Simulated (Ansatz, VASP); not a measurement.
InSb in VASP and in Ansatz

```xyz
4
Lattice="5.4621 0.0000 0.0000 0.0000 5.8240 0.0000 0.0000 0.0000 3.1231" Properties=species:S:1:pos:R:3 pbc="T T T"
In    0.0000    0.0000    0.5459
In    2.7310    2.9120   -0.5459
Sb    2.7310    0.0000    2.2560
Sb    0.0000    2.9120    0.8671
```

Change from the starting cell: volume scaled by 1.06, ions relaxed.

Alike in both runs: functional PBE; k mesh 9 × 8 × 15; occupations fermi-dirac, width 0.05 eV; no spin polarisation.

Ansatz relaxed the structure, and its values are those at the end. VASP's run is a single point on that final structure, the one shown.

|  | VASP | Ansatz |
| --- | --- | --- |
| version | VASP 6.6.1 | Ansatz 0.2.0 |
| potentials or method | VASP PAW PBE potentials, release 64 (In_d, Sb) | plane-wave PAW, scalar-relativistic |
| plane-wave cutoff (eV) | 520 | 420 |
| valence electrons in the cell | 36 | 56 |

|  | VASP | Ansatz | Ansatz less VASP |
| --- | --- | --- | --- |
| pressure (GPa) | 8.1 | 8.1 | +0.02 |
| rms of the force components (eV/Å) | 0.004 | 0.003 | -0.0004 |

VASP's potentials hold 36 valence electrons a cell and Ansatz's 56, so a difference there can come from the potentials and not from the codes. Ansatz's warnings: stress scf threshold loose.

Neither program's run includes spin-orbit coupling.
